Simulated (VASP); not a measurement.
The system is TePb.

```
CELL_PARAMETERS angstrom
0.00000 3.64149 3.64149
3.64149 0.00000 3.64149
3.64149 3.64149 0.00000
ATOMIC_POSITIONS crystal
Pb 0.00000 0.00000 0.00000
Te 0.25000 0.25000 0.25000
```

Base run:

```yaml
Program: VASP 6.6.1
Functional: PBE
Potentials_or_basis: VASP PAW PBE potentials, release 64 (Pb_d, Te)
Cutoff: 520 eV
k_mesh: 6 × 6 × 6
Occupations: gaussian, width 0.01 eV
Spin: no spin polarisation
```

Its results: band gap on the k mesh 0.74 eV, indirect (least direct gap 1.19 eV); pressure 0.5 GPa.

The run is repeated on the same cell with these changes: k mesh from 6 × 6 × 6 to 4 × 4 × 4. What comes out?

Band gap on the k mesh 0.59 eV, indirect (least direct gap 1.19 eV); pressure 0.5 GPa.

Caveats: spin-orbit coupling is left out, which moves the levels of the heavy elements.

A k mesh can miss the band edges.
